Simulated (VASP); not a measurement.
# LiMg12 (a cell with a defect) in VASP: further runs

The runs below take LiMg12 (a cell with a defect) through single point, with PBE.

All numbers are computed with VASP 6.6.1; they aren't measurements. Logs are shortened: lines on timing, memory, paths and dates and some standing lists are left out, and cuts for length are marked.

### 1 The cell of the first run

The cell holds a defect, 13 atoms: a = 6.420 Å, b = 9.630 Å, c = 5.213 Å, α = 90.00°, β = 90.00°, γ = 120.00°.

### 2 Single point, PBE

INCAR reads:

```
SYSTEM = LiMg12
PREC = Accurate
ENCUT = 520
EDIFF = 1E-6
ISMEAR = 0
SIGMA = 0.1
LREAL = .False.
LASPH = .True.
NELM = 80
ALGO = Normal
ISIF = 2
LWAVE = .False.
LCHARG = .False.
GGA = PE
NBANDS = 26
```

KPOINTS reads:

```
regular mesh
0
Gamma
  4 3 4
  0 0 0
```

POSCAR reads:

```
LiMg12
1.0
    6.4200000000      0.0000000000      0.0000000000
   -4.8150000000      8.3398250000      0.0000000000
    0.0000000000      0.0000000000      5.2130400000
Mg Li
12 1
Direct
    0.0959588072      0.0403465301     -0.0130852631
    0.1851206389      0.2448264802      0.4864814005
   -0.0325344503      0.3022354786     -0.0083490631
    0.1890312657      0.5738070043      0.5863517257
    0.0032621215      0.6687322576      0.0320440664
    0.1701311798      0.8937061629      0.4821129322
    0.5084065236     -0.0243356425     -0.0753928610
    0.6578578588      0.2202405926      0.4761877906
    0.5322635597      0.3464980380     -0.0183253917
    0.6914870722      0.5496905511      0.5052969093
    0.4098175613      0.5979091887      0.1083747679
    0.6999778287      0.9186306667      0.3849795896
    0.7278933116      0.7860035432      0.8058802541
```

Potentials or basis: VASP PAW PBE potentials, release 64 (Mg, Li_sv).

Run with:

```bash
$ cat potpaw_PBE.64/Mg/POTCAR potpaw_PBE.64/Li_sv/POTCAR > POTCAR
$ mpirun -np 1 vasp_std > vasp.out
```

OUTCAR:

```text
SYSTEM = LiMg12
   PREC = Accurate
   ENCUT = 520
   EDIFF = 1E-6
   ISMEAR = 0
   LREAL = .False.
   LASPH = .True.
   NELM = 80
   ISIF = 2
   GGA = PE

 ion  position               nearest neighbor table
   1  0.096  0.040  0.987-  13 2.59   9 2.88   3 3.02   7 3.03  12 3.03   6 3.09   6 3.13   2 3.14
                             2 3.14   5 3.33   7 3.52
   2  0.185  0.245  0.486-  10 3.11   3 3.11   1 3.14   1 3.14   3 3.16   8 3.16  12 3.17   4 3.20
                             9 3.23   9 3.27   8 3.27   6 3.33  11 3.55
   3  0.967  0.302  0.992-  11 2.91   1 3.02   9 3.03   8 3.06   7 3.07   4 3.10   2 3.11   2 3.16
                             8 3.20   5 3.43   9 3.43
   4  0.189  0.574  0.586-  11 2.82   5 2.96  11 3.02   3 3.10  10 3.11   6 3.19   2 3.20  10 3.37
                             5 3.42   8 3.46  12 3.46
   5  0.003  0.669  0.032-  13 2.79   4 2.96   6 3.00  10 3.02  11 3.04   9 3.08   7 3.16  10 3.25
                             1 3.33   4 3.42   6 3.43   3 3.43  11 3.54
   6  0.170  0.894  0.482-   7 2.99   5 3.00  13 3.01   1 3.09   1 3.13   8 3.14  12 3.19   4 3.19
                            10 3.20  12 3.33   2 3.33   5 3.43   7 3.47
   7  0.508  0.976  0.925-  12 2.87  13 2.88   6 2.99   1 3.03   3 3.07   8 3.11   5 3.16  12 3.23
                             6 3.47  11 3.50   9 3.51   1 3.52   8 3.53
   8  0.658  0.220  0.476-   3 3.06  10 3.07  12 3.09   7 3.11   9 3.12   6 3.14   2 3.16   9 3.17
                             3 3.20   2 3.27   4 3.46   7 3.53
   9  0.532  0.346  0.982-   1 2.88  11 2.97  10 3.01   3 3.03   5 3.08   8 3.12   8 3.17  10 3.21
                             2 3.23   2 3.27   3 3.43   7 3.51
  10  0.691  0.550  0.505-  13 2.68  11 2.93   9 3.01   5 3.02   8 3.07   2 3.11   4 3.11   6 3.20
                             9 3.21   5 3.25   4 3.37  12 3.58
  11  0.410  0.598  0.108-  13 2.50   4 2.82   3 2.91  10 2.93   9 2.97   4 3.02   5 3.04  12 3.06
                             7 3.50   5 3.54   2 3.55
  12  0.700  0.919  0.385-  13 2.59   7 2.87   1 3.03  11 3.06   8 3.09   2 3.17   6 3.19   7 3.23
                             6 3.33   4 3.46  10 3.58
  13  0.728  0.786  0.806-  11 2.50   1 2.59  12 2.59  10 2.68   5 2.79   7 2.88   6 3.01

  LATTYP: Found a simple monoclinic cell.
 ALAT       =     6.4200000000
 B/A-ratio  =     0.8120000000
 C/A-ratio  =     1.3228757108
 COS(beta)  =    -0.1889822286

  Lattice vectors:

 A1 = (   6.4200000000,   0.0000000000,   0.0000000000)
 A2 = (   0.0000000000,   0.0000000000,   5.2130400000)
 A3 = (  -1.6050000000,  -8.3398250000,   0.0000000000)

Analysis of symmetry for initial positions (statically):
=====================================================================
 Subroutine PRICEL returns:
 Original cell was already a primitive cell.

 Routine SETGRP: Setting up the symmetry group for a
 simple monoclinic supercell.

 Subroutine GETGRP returns: Found  1 space group operations
 (whereof  1 operations were pure point group operations)
 out of a pool of  4 trial point group operations.

The static configuration has the point symmetry C_1 .

Analysis of symmetry for dynamics (positions and initial velocities):
=====================================================================
 Subroutine PRICEL returns:
 Original cell was already a primitive cell.

 Routine SETGRP: Setting up the symmetry group for a
 simple monoclinic supercell.

 Subroutine GETGRP returns: Found  1 space group operations
 (whereof  1 operations were pure point group operations)
 out of a pool of  4 trial point group operations.

The dynamic configuration has the point symmetry C_1 .

 Subroutine INISYM returns: Found  1 space group operations
 (whereof  1 operations are pure point group operations),
 and found     1 'primitive' translations

----------------------------------------------------------------------------------------

                                     Primitive cell

  volume of cell :     279.1149

  direct lattice vectors                    reciprocal lattice vectors
     6.420000000  0.000000000  0.000000000     0.155763240  0.089929945  0.000000000
    -4.815000000  8.339825000  0.000000000     0.000000000  0.119906593  0.000000000
     0.000000000  0.000000000  5.213040000     0.000000000  0.000000000  0.191826650

  length of vectors
     6.420000000  9.630000313  5.213040000     0.179859895  0.119906593  0.191826650

[... 44 lines left out ...]
     0.000000000  0.000000000  0.047956663     0.000000000  0.000000000  0.250000000

  Length of vectors
     0.044964974  0.039968864  0.047956663

  Shift w.r.t. Gamma in fractional coordinates (k-lattice)
     0.000000000  0.000000000  0.000000000

 Subroutine IBZKPT returns following result:
 ===========================================

 Found     26 irreducible k-points:

 Following reciprocal coordinates:
            Coordinates               Weight
  0.000000  0.000000  0.000000      1.000000
  0.250000  0.000000  0.000000      2.000000
  0.500000  0.000000  0.000000      1.000000
  0.000000  0.333333  0.000000      2.000000
  0.250000  0.333333  0.000000      2.000000
  0.500000  0.333333  0.000000      2.000000
[... 16 lines left out ...]
  0.000000  0.333333  0.500000      2.000000
  0.250000  0.333333  0.500000      2.000000
 [... further k-points ...]
   k-points           NKPTS =     26   k-points in BZ     NKDIM =     26   number of bands    NBANDS=     26
   number of dos      NEDOS =    301   number of ions     NIONS =     13
   total plane-waves  NPLWV = 138240
   dimension x,y,z NGX =    48 NGY =   72 NGZ =   40
   dimension x,y,z NGXF=    96 NGYF=  144 NGZF=   80
   ions per type =              12   1
   NGX,Y,Z   is equivalent  to a cutoff of  12.43, 12.43, 12.76 a.u.
   NGXF,Y,Z  is equivalent  to a cutoff of  24.86, 24.86, 25.51 a.u.
 SYSTEM =  LiMg12
   PREC   = accura    normal or accurate (medium, high low for compatibility)
   ISTART =      0    job   : 0-new  1-cont  2-samecut
   ICHARG =      2    charge: 1-file 2-atom 10-const
   ISPIN  =      1    spin polarized calculation?
   LNONCOLLINEAR =      F non collinear calculations
   LSORBIT =      F    spin-orbit coupling
   LASPH  =      T    aspherical Exc in radial PAW
   ENCUT  =  520.0 eV  38.22 Ry    6.18 a.u.  11.94 17.91  9.69*2*pi/ulx,y,z
   NELM   =     80;   NELMIN=  2; NELMDL= -5     # of ELM steps
   EDIFF  = 0.1E-05   stopping-criterion for ELM
   LREAL  =      F    real-space projection
   EDIFFG = 0.1E-04   stopping-criterion for IOM
   NSW    =      0    number of steps for IOM
   IBRION =     -1    ionic relax: 0-MD 1-quasi-New 2-CG
   NFREE  =      0    steps in history (QN), initial steepest desc. (CG)
   ISIF   =      2    stress and relaxation
   ISYM   =      2    0-nonsym 1-usesym 2-fastsym
   POTIM  = 0.5000    time-step for ionic-motion
   TEBEG  =    0.0;   TEEND  =   0.0 temperature during run
   PSTRESS=    0.0 pullay stress
   NELECT =      27.0000    total number of electrons
   NUPDOWN=      -1.0000    fix difference up-down
   EMIN   =  10.00;   EMAX   =-10.00  energy-range for DOS
   EFERMI =   0.00;   METHOD = LEGACY
   ISMEAR =     0;   SIGMA  =   0.10  broadening in eV -4-tet -1-fermi 0-gaus
   EFERMI_NEDOS =   21; number of points for ismear=-14 and -15
   IALGO  =     38    algorithm
   IMIX   =      4    mixing-type and parameters
     AMIX     =   0.40;   BMIX     =  1.00
     AMIX_MAG =   1.60;   BMIX_MAG =  1.00
  volume/ion in A,a.u.               =      21.47       144.89
  Fermi-wavevector in a.u.,A,eV,Ry     =   0.751511  1.420149  7.684136  0.564768
  Thomas-Fermi vector in A             =   1.848508
   LORBIT       =      0    0 simple, 1 ext, 2 COOP (PROOUT), +10 PAW based schemes
   GGA     = PE    functional components
   LHFCALC =     F    Hartree Fock is set to
   AEXX    =    0.0000 exact exchange contribution
   IVDW    =     0    specifies the selected vdW correction
   LEPSILON=     F    determine dielectric tensor
   LRPA    =     F    only Hartree local field effects (RPA)
 non-spin polarized calculation
 Gauss-broadening in eV      SIGMA  =   0.10
  energy-cutoff  :      520.00
  volume of cell :      279.11
 maximum number of plane-waves:      7534
   NGX = 23   NGY = 35   NGZ = 19

 number of electron      27.0000004 magnetization

 Free energy of the ion-electron system (eV)
  ---------------------------------------------------
  ext. energy  EPLUGINS =         0.00000000
  ---------------------------------------------------
  free energy    TOTEN  =       -18.81697607 eV

  energy without entropy =      -18.79204008  energy(sigma->0) =      -18.80450808

 E-fermi :   2.7913     XC(G=0):  -8.5753

 val. band max:        2.7855493390   @ k =   0.2500   0.3333   0.5000
 cond. band min:       2.8038198968   @ k =   0.2500   0.0000   0.0000
 fundamental gap:      0.0182705578
 Fermi energy:         2.7913433161

 k-point     1 :       0.0000    0.0000    0.0000
  band No.  band energies     occupation
      1     -43.6398      2.00000
      2      -4.1921      2.00000
      3      -2.1773      2.00000
      4      -1.9668      2.00000
      5      -0.6147      2.00000
      6      -0.4290      2.00000
[... 661 lines left out ...]
     24       7.5693      0.00000
     25       7.7095      0.00000

 [... further k-points ...]

 [bands above 25 left out]

------------------------ aborting loop because EDIFF is reached ----------------------------------------

  FORCE on cell =-STRESS in cart. coord.  units (eV):
  Direction    XX          YY          ZZ          XY          YZ          ZX
  --------------------------------------------------------------------------------------
  -------------------------------------------------------------------------------------
  Total        3.1527166      3.9512776      6.7114046      0.7755682     -0.5226614     -0.0100746
  in kB       18.0972461     22.6811518     38.5248524      4.4519223     -3.0001844     -0.0578300
  external PRESSURE =      26.4344168 kB  Pullay stress =       0.0000000 kB

 VOLUME and BASIS-vectors are now :
 -----------------------------------------------------------------------------
  energy-cutoff  :      520.00
  volume of cell :      279.11
      direct lattice vectors                 reciprocal lattice vectors
     6.420000000  0.000000000  0.000000000     0.155763240  0.089929945  0.000000000
    -4.815000000  8.339825000  0.000000000     0.000000000  0.119906593  0.000000000
     0.000000000  0.000000000  5.213040000     0.000000000  0.000000000  0.191826650

 POSITION                                       TOTAL-FORCE (eV/Angst)
 -----------------------------------------------------------------------------------
      0.42179      0.33648      5.14483         0.004326      0.006581      0.001177
      0.00963      2.04181      2.53605         0.000214      0.007984      0.003077
      4.75586      2.52059      5.16952        -0.001806      0.002752     -0.002703
     -1.54930      4.78545      3.05668         0.001955     -0.000376     -0.007230
     -3.19900      5.57711      0.16705         0.005804     -0.004186      0.002144
     -3.21095      7.45335      2.51327        -0.000782     -0.006409      0.001379
     -1.43385      8.13687      4.82001         0.007867      0.006041      0.002612
      3.16299      1.83677      2.48239        -0.003834      0.001753     -0.000621
      1.74874      2.88973      5.11751        -0.002088     -0.003823      0.000048
      1.79259      4.58432      2.63413         0.003605     -0.002538     -0.001136
     -0.24790      4.98646      0.56496        -0.006371     -0.009066      0.004284
      0.07065      7.66122      2.00691        -0.007864      0.000203     -0.005521
      0.88847      6.55513      4.20109        -0.001025      0.001083      0.002490
 -----------------------------------------------------------------------------------
    total drift:                                0.000402     -0.000173      0.000020

  FREE ENERGIE OF THE ION-ELECTRON SYSTEM (eV)
  ---------------------------------------------------
  free  energy   TOTEN  =       -18.8169760749 eV

  energy  without entropy=      -18.7920400781  energy(sigma->0) =      -18.80450808
```

It took 1.9 min on 1 thread of Intel Xeon 6975P-C (Granite Rapids), shared host; peak memory 0.43 GiB.

Results:

```
Free energy            : -18.8170 eV
Largest force          : 0.012 eV/Å
Band gap on the k mesh : zero (an odd number of electrons rules out a gap without spin polarisation)
```

Forces in eV/Å, atoms in the order of the input:
```
Mg   0.004  0.007  0.001
Mg   0.000  0.008  0.003
Mg  -0.002  0.003 -0.003
Mg   0.002  0.000 -0.007
Mg   0.006 -0.004  0.002
Mg  -0.001 -0.006  0.001
Mg   0.008  0.006  0.003
Mg  -0.004  0.002 -0.001
Mg  -0.002 -0.004  0.000
Mg   0.004 -0.003 -0.001
Mg  -0.006 -0.009  0.004
Mg  -0.008  0.000 -0.006
Li  -0.001  0.001  0.002
```

Caveat: the cutoff is under 1.25 times the usual one of these potentials, so pressure, stress and relaxed cells hold a basis-set (Pulay) error.

[end of part 1 of 2]
